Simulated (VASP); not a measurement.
# ScAl2 (Fd-3m) in VASP: a series of runs

Runs on ScAl2. Level: r2SCAN. Tasks: single point.

Program: VASP 6.6.1. These are calculated values, not measurements. Logs are shortened: lines on timing, memory, paths and dates and some standing lists are left out, and cuts for length are marked.

## (1) The cell of the first run

It takes space group Fd-3m (No. 227, cubic). Conventional cell: a = 7.555 Å, b = 7.555 Å, c = 7.555 Å, α = 90.00°, β = 90.00°, γ = 90.00°. Within 4.1 Å of Sc (site symmetry -43m) lie 12 Al at 3.13 Å and 4 Sc at 3.27 Å. Within 3.5 Å of Al (site symmetry -3m) lie 6 Al at 2.67 Å and 6 Sc at 3.13 Å.

## (2) Single point, r2SCAN

File POSCAR:

```
ScAl2
1.0
    0.0000000000      3.7776526800      3.7776526800
    3.7776526800      0.0000000000      3.7776526800
    3.7776526800      3.7776526800      0.0000000000
Sc Al
2 4
Direct
    0.5000000000      0.5000000000      0.5000000000
    0.7500000013      0.7500000013      0.7500000013
    0.1250000000      0.1250000000      0.1250000000
    0.6250000000      0.1250000000      0.1250000000
    0.1250000000      0.6250000000      0.1250000000
    0.1250000000      0.1250000000      0.6250000000
```

File INCAR.step1:

```
SYSTEM = ScAl2
PREC     = Accurate       ! precision mode
ENCUT    = 520            ! plane-wave cutoff, eV
ISMEAR   = -1             ! smearing method
SIGMA    = 0.1            ! smearing width, eV
LREAL    = .FALSE.        ! projectors in reciprocal space
LASPH    = .TRUE.         ! aspherical terms in the spheres
NELM     = 60             ! most SCF steps
NBANDS   = 26             ! bands
GGA      = PE             ! functional
ALGO     = Normal         ! electronic algorithm
EDIFF    = 1E-4           ! SCF threshold, eV
LWAVE    = .TRUE.         ! write WAVECAR
LCHARG   = .FALSE.        ! write CHGCAR
```

File INCAR.step2:

```
SYSTEM = ScAl2
PREC     = Accurate       ! precision mode
ENCUT    = 520            ! plane-wave cutoff, eV
EDIFF    = 1E-6           ! SCF threshold, eV
ISMEAR   = -1             ! smearing method
SIGMA    = 0.1            ! smearing width, eV
LREAL    = .FALSE.        ! projectors in reciprocal space
LASPH    = .TRUE.         ! aspherical terms in the spheres
NELM     = 60             ! most SCF steps
ALGO     = Normal         ! electronic algorithm
ISIF     = 2              ! what is computed and relaxed
LWAVE    = .FALSE.        ! write WAVECAR
LCHARG   = .FALSE.        ! write CHGCAR
METAGGA  = R2SCAN         ! meta-GGA
LMIXTAU  = .TRUE.       
NBANDS   = 26             ! bands
ISTART   = 1
```

File KPOINTS:

```
regular mesh
0
G
  4 4 4
  0 0 0
```

Potentials or basis: VASP PAW PBE potentials, release 64 (Sc_sv, Al).

Run with:

```
cat potpaw_PBE.64/Sc_sv/POTCAR potpaw_PBE.64/Al/POTCAR > POTCAR
cp INCAR.step1 INCAR
mpirun -np 1 vasp_std > vasp.out
cp INCAR.step2 INCAR
mpirun -np 1 vasp_std > vasp.out
```

OUTCAR:

```text
SYSTEM = ScAl2
   PREC = Accurate
   ENCUT = 520
   EDIFF = 1E-6
   ISMEAR = -1
   LREAL = .FALSE.
   LASPH = .TRUE.
   NELM = 60
   ISIF = 2
   METAGGA = R2SCAN
   ISTART = 1

 ion  position               nearest neighbor table
   1  0.500  0.500  0.500-   5 3.13   6 3.13   4 3.13   6 3.13   4 3.13   5 3.13   3 3.13   3 3.13
                             3 3.13   4 3.13   5 3.13   6 3.13   2 3.27   2 3.27   2 3.27   2 3.27
   2  0.750  0.750  0.750-   4 3.13   5 3.13   6 3.13   3 3.13   3 3.13   3 3.13   4 3.13   4 3.13
                             6 3.13   5 3.13   5 3.13   6 3.13   1 3.27   1 3.27   1 3.27   1 3.27
   3  0.125  0.125  0.125-   4 2.67   5 2.67   6 2.67   6 2.67   5 2.67   4 2.67   2 3.13   2 3.13
                             2 3.13   1 3.13   1 3.13   1 3.13
   4  0.625  0.125  0.125-   3 2.67   6 2.67   5 2.67   3 2.67   5 2.67   6 2.67   2 3.13   1 3.13
                             1 3.13   1 3.13   2 3.13   2 3.13
   5  0.125  0.625  0.125-   3 2.67   6 2.67   3 2.67   4 2.67   6 2.67   4 2.67   2 3.13   1 3.13
                             1 3.13   1 3.13   2 3.13   2 3.13
   6  0.125  0.125  0.625-   3 2.67   3 2.67   4 2.67   5 2.67   5 2.67   4 2.67   2 3.13   1 3.13
                             1 3.13   1 3.13   2 3.13   2 3.13

  LATTYP: Found a face centered cubic cell.
 ALAT       =     7.5553053600

  Lattice vectors:

 A1 = (   0.0000000000,   3.7776526800,   3.7776526800)
 A2 = (   3.7776526800,   0.0000000000,   3.7776526800)
 A3 = (   3.7776526800,   3.7776526800,   0.0000000000)

Analysis of symmetry for initial positions (statically):
=====================================================================
 Subroutine PRICEL returns:
 Original cell was already a primitive cell.

 Routine SETGRP: Setting up the symmetry group for a
 face centered cubic supercell.

 Subroutine GETGRP returns: Found 48 space group operations
 (whereof 24 operations were pure point group operations)
 out of a pool of 48 trial point group operations.

The static configuration has the point symmetry T_d .
 The point group associated with its full space group is O_h .

Analysis of symmetry for dynamics (positions and initial velocities):
=====================================================================
 Subroutine PRICEL returns:
 Original cell was already a primitive cell.

 Routine SETGRP: Setting up the symmetry group for a
 face centered cubic supercell.

 Subroutine GETGRP returns: Found 48 space group operations
 (whereof 24 operations were pure point group operations)
 out of a pool of 48 trial point group operations.

The dynamic configuration has the point symmetry T_d .
 The point group associated with its full space group is O_h .

 Subroutine INISYM returns: Found 48 space group operations
 (whereof 24 operations are pure point group operations),
 and found     1 'primitive' translations

----------------------------------------------------------------------------------------

                                     Primitive cell

  volume of cell :     107.8192

  direct lattice vectors                    reciprocal lattice vectors
     0.000000000  3.777652680  3.777652680    -0.132357324  0.132357324  0.132357324
     3.777652680  0.000000000  3.777652680     0.132357324 -0.132357324  0.132357324
     3.777652680  3.777652680  0.000000000     0.132357324  0.132357324 -0.132357324

  length of vectors
     5.342407654  5.342407654  5.342407654     0.229249610  0.229249610  0.229249610

  position of ions in fractional coordinates (direct lattice)
     0.500000000  0.500000000  0.500000000
     0.750000001  0.750000001  0.750000001
     0.125000000  0.125000000  0.125000000
     0.625000000  0.125000000  0.125000000
     0.125000000  0.625000000  0.125000000
     0.125000000  0.125000000  0.625000000

  ion indices of the primitive-cell ions
   primitive index   ion index
                 1           1
                 2           2
                 3           3
                 4           4
                 5           5
                 6           6

----------------------------------------------------------------------------------------

 KPOINTS: regular mesh

Automatic generation of k-mesh.
 Grid dimensions read from file:
 generate k-points for:    4    4    4

 Generating k-lattice:

  Cartesian coordinates                     Fractional coordinates (reciprocal lattice)
    -0.033089331  0.033089331  0.033089331     0.250000000  0.000000000  0.000000000
     0.033089331 -0.033089331  0.033089331     0.000000000  0.250000000  0.000000000
     0.033089331  0.033089331 -0.033089331     0.000000000  0.000000000  0.250000000

  Length of vectors
     0.057312403  0.057312403  0.057312403

  Shift w.r.t. Gamma in fractional coordinates (k-lattice)
     0.000000000  0.000000000  0.000000000

 Subroutine IBZKPT returns following result:
 ===========================================

 Found      8 irreducible k-points:

 Following reciprocal coordinates:
            Coordinates               Weight
  0.000000  0.000000  0.000000      1.000000
  0.250000  0.000000  0.000000      8.000000
  0.500000  0.000000  0.000000      4.000000
  0.250000  0.250000  0.000000      6.000000
  0.500000  0.250000  0.000000     24.000000
 -0.250000  0.250000  0.000000     12.000000
  0.500000  0.500000  0.000000      3.000000
 -0.250000  0.500000  0.250000      6.000000
   k-points           NKPTS =      8   k-points in BZ     NKDIM =      8   number of bands    NBANDS=     26
   number of dos      NEDOS =    301   number of ions     NIONS =      6
   total plane-waves  NPLWV =  64000
   dimension x,y,z NGX =    40 NGY =   40 NGZ =   40
   dimension x,y,z NGXF=    80 NGYF=   80 NGZF=   80
   ions per type =               2   4
   NGX,Y,Z   is equivalent  to a cutoff of  12.45, 12.45, 12.45 a.u.
   NGXF,Y,Z  is equivalent  to a cutoff of  24.89, 24.89, 24.89 a.u.
 SYSTEM =  ScAl2
   PREC   = accura    normal or accurate (medium, high low for compatibility)
   ISTART =      1    job   : 0-new  1-cont  2-samecut
   ICHARG =      0    charge: 1-file 2-atom 10-const
   ISPIN  =      1    spin polarized calculation?
   LNONCOLLINEAR =      F non collinear calculations
   LSORBIT =      F    spin-orbit coupling
   LASPH  =      T    aspherical Exc in radial PAW
   ENCUT  =  520.0 eV  38.22 Ry    6.18 a.u.   9.93  9.93  9.93*2*pi/ulx,y,z
   NELM   =     60;   NELMIN=  2; NELMDL=  0     # of ELM steps
   EDIFF  = 0.1E-05   stopping-criterion for ELM
   LREAL  =      F    real-space projection
   EDIFFG = 0.1E-04   stopping-criterion for IOM
   NSW    =      0    number of steps for IOM
   IBRION =     -1    ionic relax: 0-MD 1-quasi-New 2-CG
   NFREE  =      0    steps in history (QN), initial steepest desc. (CG)
   ISIF   =      2    stress and relaxation
   ISYM   =      2    0-nonsym 1-usesym 2-fastsym
   POTIM  = 0.5000    time-step for ionic-motion
   TEBEG  =    0.0;   TEEND  =   0.0 temperature during run
   PSTRESS=    0.0 pullay stress
   NELECT =      34.0000    total number of electrons
   NUPDOWN=      -1.0000    fix difference up-down
   EMIN   =  10.00;   EMAX   =-10.00  energy-range for DOS
   EFERMI =   0.00;   METHOD = LEGACY
   ISMEAR =    -1;   SIGMA  =   0.10  broadening in eV -4-tet -1-fermi 0-gaus
   EFERMI_NEDOS =   21; number of points for ismear=-14 and -15
   IALGO  =     38    algorithm
   IMIX   =      4    mixing-type and parameters
     AMIX     =   0.40;   BMIX     =  1.00
     AMIX_MAG =   1.60;   BMIX_MAG =  1.00
  volume/ion in A,a.u.               =      17.97       121.27
  Fermi-wavevector in a.u.,A,eV,Ry     =   1.114301  2.105723 16.893895  1.241666
  Thomas-Fermi vector in A             =   2.250894
   LORBIT       =      0    0 simple, 1 ext, 2 COOP (PROOUT), +10 PAW based schemes
   METAGGA = R2SCAN    functional components
   LHFCALC =     F    Hartree Fock is set to
   AEXX    =    0.0000 exact exchange contribution
   IVDW    =     0    specifies the selected vdW correction
   LEPSILON=     F    determine dielectric tensor
   LRPA    =     F    only Hartree local field effects (RPA)
 non-spin polarized calculation
  energy-cutoff  :      520.00
  volume of cell :      107.82
 maximum number of plane-waves:      2936
   NGX = 19   NGY = 19   NGZ = 19

 number of electron      33.9999997 magnetization

 Free energy of the ion-electron system (eV)
  ---------------------------------------------------
  ext. energy  EPLUGINS =         0.00000000
  ---------------------------------------------------
  free energy    TOTEN  =       -53.06597497 eV

  energy without entropy =      -52.98803601  energy(sigma->0) =      -53.02700549

 E-fermi :   6.7005     XC(G=0): -11.0231

 val. band max:        6.5936651722   @ k =   0.5000   0.2500   0.0000
 cond. band min:       6.8443016453   @ k =   0.5000   0.5000   0.0000
 fundamental gap:      0.2506364731
 Fermi energy:         6.7005449710

 k-point     1 :       0.0000    0.0000    0.0000
  band No.  band energies     occupation
      1     -44.9363      2.00000
      2     -44.8954      2.00000
      3     -22.6480      2.00000
      4     -22.6480      2.00000
      5     -22.6480      2.00000
      6     -22.5370      2.00000
[... 18 lines left out ...]
     25      10.1743      0.00000
     26      10.1744      0.00000

 k-point     2 :       0.2500    0.0000    0.0000
  band No.  band energies     occupation
      1     -44.9320      2.00000
      2     -44.8997      2.00000
      3     -22.6550      2.00000
      4     -22.6550      2.00000
      5     -22.6485      2.00000
      6     -22.5388      2.00000
[... 18 lines left out ...]
     25       9.8263      0.00000
     26       9.8264      0.00000

 k-point     3 :       0.5000    0.0000    0.0000
  band No.  band energies     occupation
      1     -44.9261      2.00000
      2     -44.9056      2.00000
      3     -22.6614      2.00000
      4     -22.6613      2.00000
      5     -22.6496      2.00000
      6     -22.5400      2.00000
[... 18 lines left out ...]
     25       9.9690      0.00000
     26       9.9690      0.00000

 k-point     4 :       0.2500    0.2500    0.0000
  band No.  band energies     occupation
      1     -44.9303      2.00000
      2     -44.9014      2.00000
      3     -22.6628      2.00000
      4     -22.6628      2.00000
      5     -22.6326      2.00000
      6     -22.5548      2.00000
[... 18 lines left out ...]
     25       9.8396      0.00000
     26       9.9502      0.00000

 k-point     5 :       0.5000    0.2500    0.0000
  band No.  band energies     occupation
      1     -44.9231      2.00000
      2     -44.9086      2.00000
      3     -22.6743      2.00000
      4     -22.6685      2.00000
      5     -22.6212      2.00000
      6     -22.5669      2.00000
[... 18 lines left out ...]
     25      10.1007      0.00000
     26      10.3838      0.00000

 k-point     6 :      -0.2500    0.2500    0.0000
  band No.  band energies     occupation
      1     -44.9261      2.00000
      2     -44.9056      2.00000
      3     -22.6729      2.00000
      4     -22.6614      2.00000
      5     -22.6316      2.00000
      6     -22.5560      2.00000
[... 18 lines left out ...]
     25       9.9519      0.00000
     26      10.4003      0.00000

 k-point     7 :       0.5000    0.5000    0.0000
  band No.  band energies     occupation
      1     -44.9158      2.00000
      2     -44.9158      2.00000
      3     -22.6752      2.00000
      4     -22.6751      2.00000
      5     -22.5948      2.00000
      6     -22.5948      2.00000
[... 18 lines left out ...]
     25      10.9745      0.00000
     26      10.9745      0.00000

 k-point     8 :      -0.2500    0.5000    0.2500
  band No.  band energies     occupation
      1     -44.9158      2.00000
      2     -44.9158      2.00000
      3     -22.6758      2.00000
      4     -22.6757      2.00000
      5     -22.5939      2.00000
      6     -22.5939      2.00000
[... 18 lines left out ...]
     25      10.6748      0.00000
     26      10.6748      0.00000

------------------------ aborting loop because EDIFF is reached ----------------------------------------

  FORCE on cell =-STRESS in cart. coord.  units (eV):
  Direction    XX          YY          ZZ          XY          YZ          ZX
  --------------------------------------------------------------------------------------
  -------------------------------------------------------------------------------------
  Total        0.1231438      0.1231438      0.1231438      0.0000000      0.0000000     -0.0000000
  in kB        1.8298980      1.8298980      1.8298980      0.0000000      0.0000000     -0.0000000
  external PRESSURE =       1.8298980 kB  Pullay stress =       0.0000000 kB

 VOLUME and BASIS-vectors are now :
 -----------------------------------------------------------------------------
  energy-cutoff  :      520.00
  volume of cell :      107.82
      direct lattice vectors                 reciprocal lattice vectors
     0.000000000  3.777652680  3.777652680    -0.132357324  0.132357324  0.132357324
     3.777652680  0.000000000  3.777652680     0.132357324 -0.132357324  0.132357324
     3.777652680  3.777652680  0.000000000     0.132357324  0.132357324 -0.132357324

 POSITION                                       TOTAL-FORCE (eV/Angst)
 -----------------------------------------------------------------------------------
      3.77765      3.77765      3.77765         0.000000      0.000000      0.000000
      5.66648      5.66648      5.66648        -0.000000     -0.000000     -0.000000
      0.94441      0.94441      0.94441         0.000000      0.000000     -0.000000
      0.94441      2.83324      2.83324        -0.000000     -0.000000      0.000000
      2.83324      0.94441      2.83324         0.000000     -0.000000     -0.000000
      2.83324      2.83324      0.94441        -0.000000      0.000000      0.000000
 -----------------------------------------------------------------------------------
    total drift:                                0.000001      0.000001      0.000003

  FREE ENERGIE OF THE ION-ELECTRON SYSTEM (eV)
  ---------------------------------------------------
  free  energy   TOTEN  =       -53.0659749668 eV

  energy  without entropy=      -52.9880360072  energy(sigma->0) =      -53.02700549
```

Run time: 1.9 min. Hardware: 1 thread of AMD EPYC 7R13 (Zen 3), shared host; peak memory 0.23 GiB.

What came out:

| Item | Value |
| --- | --- |
| Free energy | -53.0660 eV |
| Pressure | 0.2 GPa |
| Band gap on the k mesh | zero (bands 17 and 18 overlap by 2.58 eV) |

Caveat: the k points lie up to 0.36 Å⁻¹ apart, too coarse for converged energies and pressures of a metal; the PAW data sets were made with another functional, which shifts forces and pressure a little.

## (3) Single point, r2SCAN

POSCAR is that of step 2.

File INCAR.step1:

```
SYSTEM = ScAl2
PREC = Accurate ; ENCUT = 520
ISMEAR = -1 ; SIGMA = 0.1
LREAL = .FALSE. ; LASPH = .TRUE.
NELM = 80 ; NBANDS = 26
GGA = PE ; ALGO = Normal
EDIFF = 1E-4 ; LWAVE = .TRUE.
LCHARG = .FALSE.
```

File INCAR.step2:

```
SYSTEM = ScAl2
PREC = Accurate ; ENCUT = 520
EDIFF = 1E-6 ; ISMEAR = -1
SIGMA = 0.1 ; LREAL = .FALSE.
LASPH = .TRUE. ; NELM = 80
ALGO = Normal ; ISIF = 2
LWAVE = .FALSE. ; LCHARG = .FALSE.
METAGGA = R2SCAN ; LMIXTAU = .TRUE.
NBANDS = 26 ; ISTART = 1
```

File KPOINTS:

```
regular mesh
0
G
  5 5 5
  0 0 0
```

Potentials or basis: VASP PAW PBE potentials, release 64 (Sc_sv, Al).

Run with:

```
cat potpaw_PBE.64/Sc_sv/POTCAR potpaw_PBE.64/Al/POTCAR > POTCAR
cp INCAR.step1 INCAR
mpirun -np 1 vasp_std > vasp.out
cp INCAR.step2 INCAR
mpirun -np 1 vasp_std > vasp.out
```

It took 2.1 min on 1 thread of AMD EPYC 7R13 (Zen 3), shared host; peak memory 0.23 GiB.

Results (log left out):

```
Free energy            : -52.9484 eV
Pressure               : 0.0 GPa
Band gap on the k mesh : zero (bands 17 and 18 overlap by 2.29 eV)
```

Levels at points of the mesh, in eV from the Fermi level:
| k point | band 14 | band 15 | band 16 | band 17 | band 18 | band 19 | band 20 | band 21 |
| --- | --- | --- | --- | --- | --- | --- | --- | --- |
| (0.00, 0.00, 0.00) | -2.53 | -2.53 | -2.53 | -1.85 | -1.85 | 0.39 | 2.21 | 2.21 |

Caveat: the PAW data sets were made with another functional, which shifts forces and pressure a little.

(Part 1 of 2 ends here.)

The gap in the log of VASP goes by the Fermi energy; the results here count the filled bands.